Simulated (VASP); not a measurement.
Write the native input for VASP 6.6.1 that does the following.

- Task: single point
- Functional: PBE
- Potentials or basis: VASP PAW PBE potentials, release 64 (Pb_d, S)
- Cutoff: 520 eV
- k mesh: 8 × 8 × 8
- Occupations: fermi-dirac, width 0.02 eV
- Spin: no spin polarisation
- Dipole correction: no
- Further INCAR settings: ALGO = Normal; EDIFF = 1e-06; NBANDS = 17

The structure of PbS lies in POSCAR:

```
PbS
1.0
    2.1005110974      1.2127306475      3.4301898291
   -2.1005110974      1.2127306475      3.4301898291
    0.0000000000     -2.4254612951      3.4301898291
Pb S
1 1
Direct
    0.9781436732      0.9781436732      0.9781436732
    0.4774576568      0.4774576568      0.4774576568
```

One way to write it, as run:

INCAR

```
  ALGO = Normal
  EDIFF = 1E-6
  ENCUT = 520
  GGA = PE
  ISIF = 2
  ISMEAR = -1
  LASPH = True
  LCHARG = False
  LREAL = False
  LWAVE = False
  NBANDS = 17
  NELM = 80
  PREC = Accurate
  SIGMA = 0.02
```

KPOINTS

```
k-points
0
Gamma
  8 8 8
```

Potentials or basis: VASP PAW PBE potentials, release 64 (Pb_d, S).

Launch:

```bash
$ cat potpaw_PBE.64/Pb_d/POTCAR potpaw_PBE.64/S/POTCAR > POTCAR
$ mpirun -np 1 vasp_std > vasp.out
```

Results of the run:

```json
{
  "Pressure": "1.8 GPa",
  "Largest force": "0.003 eV/Å",
  "Band gap on the k mesh": "0.38 eV, direct"
}
```

Caveat: spin-orbit coupling is left out, which moves the levels of the heavy elements.

It took 29 s on 1 thread of Intel(R) Xeon(R) Platinum 8259CL CPU @ 2.50GHz (Skylake/Cascade Lake), with other jobs on the host, peak memory 0.21 GiB.
